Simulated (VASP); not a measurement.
A run of VASP 6.6.1:

Contents of INCAR:

```
SYSTEM = Co
PREC = Accurate
ENCUT = 520
EDIFF = 1E-6
ISMEAR = -1
SIGMA = 0.05
LREAL = .FALSE.
LASPH = .TRUE.
NELM = 150
ALGO = Normal
ISIF = 2
LWAVE = .FALSE.
LCHARG = .FALSE.
ISPIN = 2
MAGMOM = -1.754 -1.754
LORBIT = 11
LMAXMIX = 4
GGA = B5
ALDAX = 1.0
AGGAX = 1.0
AGGAC = 1.0
ALDAC = 0.0
NBANDS = 20
```

File KPOINTS:

```
Automatic mesh
0
G
  13 13 13
  0 0 0
```

POSCAR

```
Co
1.0
    0.0000000000      2.3773763642      2.3773763642
    2.3773763642      0.0000000000      2.3773763642
    2.3773763642      2.3773763642      0.0000000000
Co
2
Direct
    0.0000000000      0.0000000000      0.0000000000
    0.5000000000      0.5000000000      0.5000000000
```

Potentials or basis: VASP PAW PBE potentials, release 64 (Co).

The run is started by

```console
$ cat potpaw_PBE.64/Co/POTCAR > POTCAR
$ mpirun -np 1 vasp_std > vasp.out
```

Hardware: 1 thread of AMD EPYC 9R45 96-Core Processor (Zen 5), on a shared host.

**Question.** How long does it take, and how much memory?

**Answer.** Run time: 99 s on 1 thread of AMD EPYC 9R45 96-Core Processor (Zen 5), on a shared host, peak memory 0.18 GiB. Counts: scf iterations 14, k points 84.
